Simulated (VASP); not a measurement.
# Y3AlN4: relaxation of cell and atoms with PBE

The system is Y3AlN4.

```
Y Al N
1.0
     4.91221    0.01591    0.05589
     0.01591    4.72201   -0.05284
    -2.41008   -2.42000    4.70164
Y Al N
3 1 4
Direct
  0.24539 0.81045 0.52242
  0.75085 0.24535 0.51048
  0.50241 0.45906 0.00525
  0.06484 0.04018 0.02118
  0.95540 0.49694 0.97274
  0.45923 0.97483 0.96316
  0.26202 0.18473 0.45834
  0.75985 0.78846 0.54645
```

```yaml
Program: VASP 6.6.1
Task: relaxation of cell and atoms
Functional: PBE
Potentials_or_basis: VASP PAW PBE potentials, release 64 (Y_sv, Al, N)
Cutoff: 600 eV
k_mesh: 4 × 4 × 4
Occupations: gaussian, width 0.1 eV
Spin: no spin polarisation
Dipole_correction: no
Further_INCAR_settings: ALGO = Normal; EDIFF = 1e-06; IBRION = 2; EDIFFG = -0.025; NSW = 80; ISIF = 3
```

```
Relaxed volume                        : 13.84 Å³/atom
Relaxed cell                          : a = 4.928 Å, b = 4.926 Å, c = 5.743 Å, α = 115.49°, β = 115.48°, γ = 89.82°
Space group after relaxing (to 0.1 Å) : Fmm2 (No. 42)
Energy gained by relaxing             : 339.9 meV/atom
Ionic steps                           : 24
Pressure after relaxing               : 0.0 GPa
Largest force after relaxing          : 0.014 eV/Å
Band gap on the k mesh                : 0.97 eV (least direct gap 1.30 eV)
```

Forces on the atoms (eV/Å):
```
Y    0.000 -0.003  0.001
Y   -0.003  0.000  0.000
Y   -0.003  0.004  0.001
Al   0.011  0.003 -0.003
N    0.008  0.004 -0.011
N    0.005 -0.006  0.004
N   -0.005 -0.001  0.005
N   -0.013 -0.001  0.002
```

The path:
```tsv
step	energy change (eV)	largest force (eV/Å)	pressure (GPa)	volume (Å³)
1	0.0000	7.2170	8.32	109.06
2	-1.5424	1.2224	-12.10	120.44
3	-1.7690	1.3356	-8.42	116.32
4	-2.2539	0.9113	4.73	106.47
5	-2.2594	0.9246	3.29	107.31
6	-2.4344	0.5250	1.08	108.52
7	-2.4515	0.5421	0.31	109.03
8	-2.5099	0.5593	-0.54	109.68
9	-2.5489	0.7533	-1.63	110.79
10	-2.5821	0.7452	-1.00	110.49
11	-2.6402	0.6329	1.22	109.60
12	-2.6748	0.4396	0.45	110.21
13	-2.6881	0.3464	-0.28	110.90
14	-2.7016	0.2419	-0.13	110.86
15	-2.7109	0.1560	0.16	110.80
16	-2.7148	0.0902	-0.14	110.96
17	-2.7163	0.0634	-0.44	111.13
18	-2.7177	0.0527	0.18	110.67
19	-2.7177	0.0542	0.22	110.63
20	-2.7184	0.0407	0.02	110.72
21	-2.7185	0.0435	-0.02	110.74
22	-2.7187	0.0344	0.00	110.73
23	-2.7188	0.0308	0.02	110.71
24	-2.7189	0.0144	-0.02	110.73
```

Final structure:
```yaml
crystal:
  lattice:
    - [4.92776, 0.00823, 0.00092]
    - [0.00721, 4.92586, -0.00047]
    - [-2.46765, -2.46721, 4.56168]
  atoms:
    - { symbol: Y, position: [0.26147, 0.76136, 0.50002] }
    - { symbol: Y, position: [0.76157, 0.26130, 0.50003] }
    - { symbol: Y, position: [0.50999, 0.50964, 0.00006] }
    - { symbol: Al, position: [0.05535, 0.05548, 0.00039] }
    - { symbol: N, position: [0.98478, 0.43809, 0.00013] }
    - { symbol: N, position: [0.43787, 0.98561, 0.99994] }
    - { symbol: N, position: [0.22763, 0.22749, 0.46619] }
    - { symbol: N, position: [0.76134, 0.76103, 0.53323] }
```

Levels at points of the mesh, in eV from the valence-band top:
```tsv
k point	band 26	band 27	band 28	band 29	band 30	band 31
(0.00, 0.00, 0.00)	-0.12	-0.04	0.00	1.52	2.32	3.24
(0.50, 0.00, 0.00)	-0.94	-0.75	-0.46	2.42	3.66	4.04
(0.00, 0.50, 0.00)	-0.94	-0.75	-0.46	2.42	3.66	4.03
(0.50, 0.50, 0.00)	-1.28	-1.07	-0.83	3.93	4.41	4.42
(0.00, 0.00, 0.50)	-0.51	-0.33	-0.33	0.97	1.72	2.14
(0.50, 0.00, 0.50)	-0.94	-0.75	-0.46	2.42	3.66	4.04
(0.00, 0.50, 0.50)	-0.94	-0.75	-0.45	2.42	3.66	4.03
(0.50, 0.50, 0.50)	-1.44	-0.93	-0.52	4.24	4.27	4.43
```

It took 62 min on 1 thread of Oxide Virtual Turin-like Processor, on a shared host, peak memory 0.36 GiB.

A k mesh can miss the band edges.
